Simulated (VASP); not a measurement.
Input of a VASP 6.6.1 run:

The input INCAR:

```
SYSTEM = Nb
  PREC = Accurate
  ENCUT = 520
  EDIFF = 1E-7
  ISMEAR = 1
  SIGMA = 0.1
  LREAL = .FALSE.
  LASPH = .TRUE.
  NELM = 100
  ALGO = Normal
  ISIF = 2
  LWAVE = .FALSE.
  LCHARG = .TRUE.
  GGA = PE
  LELF = .TRUE.
  LVHAR = .TRUE.
  NBANDS = 12
```

The input KPOINTS:

```
regular mesh
0
G
  18 18 18
  0 0 0
```

File POSCAR:

```
Nb
1.0
   -1.6555205352      1.6555205352      1.6555205352
    1.6555205352     -1.6555205352      1.6555205352
    1.6555205352      1.6555205352     -1.6555205352
Nb
1
Direct
    0.0000000000      0.0000000000      0.0000000000
```

Potentials or basis: VASP PAW PBE potentials, release 64 (Nb_sv).

Command:

```console
$ cat potpaw_PBE.64/Nb_sv/POTCAR > POTCAR
$ mpirun -np 1 vasp_std > vasp.out
```

(1) Predict the pressure.

## Answers

(1) -0.4 GPa.
